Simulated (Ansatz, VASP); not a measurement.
# Two plane-wave programs on ZrC2

INCAR

```
PREC = Accurate ; ENCUT = 600
EDIFF = 1E-6 ; ISMEAR = 0
SIGMA = 0.1 ; LREAL = F
LASPH = T ; NELM = 100
ALGO = Normal ; ISIF = 3
LWAVE = F ; LCHARG = F
GGA = PE ; IBRION = 2
NSW = 100 ; EDIFFG = -0.01
```

Contents of KPOINTS:

```
regular mesh
0
Gamma
  18 18 14
```

The input POSCAR:

```
ZrC2
1.0
    3.2308088825      0.0000000000      0.0000000000
   -1.6154044412      2.7979625670      0.0000000000
    0.0000000000      0.0000000000      3.2679875629
Zr C
1 2
Direct
    0.0000000000      0.0000000000      0.0000000000
    0.3333333333      0.6666666667      0.5000000000
    0.6666666667      0.3333333333      0.5000000000
```

Input for Ansatz:

```yaml
crystal:
  lattice:
    - [3.2308088825, 0.0, 0.0]
    - [-1.6154044412, 2.797962567, 0.0]
    - [0.0, 0.0, 3.2679875629]
  atoms:
    - { symbol: Zr, position: [0.0, 0.0, 0.0] }
    - { symbol: C, position: [0.3333333333, 0.6666666667, 0.5] }
    - { symbol: C, position: [0.6666666667, 0.3333333333, 0.5] }
basis:
  ecutwfc: 420
kpoints:
  mp_grid: { grid: [18, 18, 14] }
hamiltonian:
  xc: pbe
scf:
  occupations: { method: gaussian, width: 0.1 }
output:
  forces: true
  stress: true
  eigenvalues: true
relax:
  adjacent_minimum: "off"
  f_tol: 0.01
  max_steps: 80
  cell: { stress_tol: 0.05 }
```

Change from the starting cell: ordered vacancies on the cation sites of nickel arsenide (P-3m1, No. 164).

Alike in both runs: task relaxation of cell and atoms; functional PBE; k mesh 18 × 18 × 14; occupations gaussian, width 0.1 eV; no spin polarisation.

```csv
,VASP,Ansatz
version,VASP 6.6.1,Ansatz 0.2.0
potentials or method,"VASP PAW PBE potentials, release 64 (Zr_sv, C), cutoff 600 eV","scalar-relativistic, plane waves, PAW"
valence electrons in the cell,20,20
```

```csv
,VASP,Ansatz,Ansatz less VASP
"gap on the k mesh at the Fermi level, each at its own relaxed structure (eV)",none,none,-
relaxed volume (Å³/atom),9.80,9.79,-0.005
relaxed length of the cell vector where the two differ most in proportion (Å),3.210,3.209,-0.0006
```

A gap of «none» marks a metal or a gap that the smearing closes.
